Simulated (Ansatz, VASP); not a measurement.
**Ti: VASP beside Ansatz**

INCAR

```
SYSTEM = Ti
ALGO = Fast
EDIFF = 1E-6
ENCUT = 520
GGA = PS
ISIF = 2
ISMEAR = 0
LASPH = .True.
LCHARG = .True.
LELF = .True.
LREAL = .False.
LVHAR = .True.
LWAVE = .False.
NBANDS = 19
NELM = 60
PREC = Accurate
SIGMA = 0.15
```

The input KPOINTS:

```
k-points
0
Gamma
  18 18 10
  0 0 0
```

File POSCAR:

```
Ti
1.0
   -1.6410000000      1.6410000000      1.6410000000
    1.6410000000     -1.6410000000      1.6410000000
    3.2820000000      3.2820000000      0.0000000000
Ti
2
Direct
   -0.0140042476      0.0140042476      0.0000000000
    0.5140042476      0.4859957524      0.5000000000
```

Input for Ansatz:

```yaml
crystal:
  lattice:
    - [-1.641, 1.641, 1.641]
    - [1.641, -1.641, 1.641]
    - [3.282, 3.282, 0.0]
  atoms:
    - { symbol: Ti, position: [-0.0140042476, 0.0140042476, 0.0] }
    - { symbol: Ti, position: [0.5140042476, 0.4859957524, 0.5] }
basis:
  ecutwfc: 420
kpoints:
  mp_grid: { grid: [18, 18, 10] }
hamiltonian:
  xc: pbesol
scf:
  occupations: { method: gaussian, width: 0.15 }
output:
  forces: true
  stress: true
  eigenvalues: true
```

Change from the starting cell: mode 1 (-158.0 1/cm) frozen in, largest displacement +0.065 Å.

Alike in both runs: task single point; functional PBEsol; k mesh 18 × 18 × 10; occupations gaussian, width 0.15 eV; no spin polarisation.

|  | VASP | Ansatz |
| --- | --- | --- |
| version | VASP 6.6.1 | Ansatz 0.2.0 |
| potentials or method | VASP PAW PBE potentials, release 64 (Ti_sv), cutoff 520 eV | scalar-relativistic, plane waves, PAW |
| valence electrons in the cell | 24 | 24 |

|  | VASP | Ansatz | Ansatz less VASP |
| --- | --- | --- | --- |
| gap on the k mesh at the Fermi level (eV) | none | none | - |
| pressure (GPa) | -6.9 | -6.6 | +0.29 |
| traceless stress, the component that is largest in VASP (GPa) | -0.49 | -0.50 | -0.003 |
| rms of the force components (eV/Å) | 0.136 | 0.136 | +0.0003 |

VASP's potentials were made for PBE, not for PBEsol. Atom by atom the forces differ by 0.000 eV/Å (rms over components). A gap of «none» marks a metal or a gap that the smearing closes.
